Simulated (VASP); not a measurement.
# Ag: single point with PBE

The system is Ag.

```
Ag
1.0
     1.47305    0.85046    7.20465
    -1.47305    0.85046    7.20465
     0.00000   -1.70093    7.20465
Ag
3
Direct
  0.00000 0.00000 0.00000
  0.77772 0.77772 0.77772
  0.22228 0.22228 0.22228
```

```json
{
  "Program": "VASP 6.6.1",
  "Task": "single point",
  "Functional": "PBE",
  "Potentials or basis": "VASP PAW PBE potentials, release 64 (Ag)",
  "Cutoff": "500 eV",
  "k mesh": "4 × 4 × 4",
  "Occupations": "gaussian, width 0.1 eV",
  "Spin": "no spin polarisation"
}
```

* Largest force: 0.043 eV/Å

Forces in eV/Å, atoms in the order of the input:
```
Ag   0.000  0.000  0.000
Ag   0.000  0.000 -0.043
Ag   0.000  0.000  0.043
```

Levels at points of the mesh, in eV from the Fermi level:
```csv
k point,band 15,band 16,band 17,band 18,band 19,band 20
"(0.00, 0.00, 0.00)",-3.53,-3.53,-3.49,-3.49,7.24,7.25
"(0.50, 0.00, 0.00)",-3.16,-0.42,0.83,0.83,4.26,4.48
"(0.50, 0.50, 0.00)",-3.13,-0.10,0.13,1.07,3.44,5.36
"(0.50, 0.50, 0.50)",-3.89,-3.33,-3.33,-0.67,2.95,13.33
```

It took 2.4 min on 1 thread of Intel Xeon 8259CL (shared host), peak memory 0.37 GiB.

Caveat: the k points lie up to 0.62 Å⁻¹ apart; the cell carries a net charge on a neutralising background, which shifts energy and pressure; the cell is charged against a uniform background, so pressure and absolute levels hang on convention.
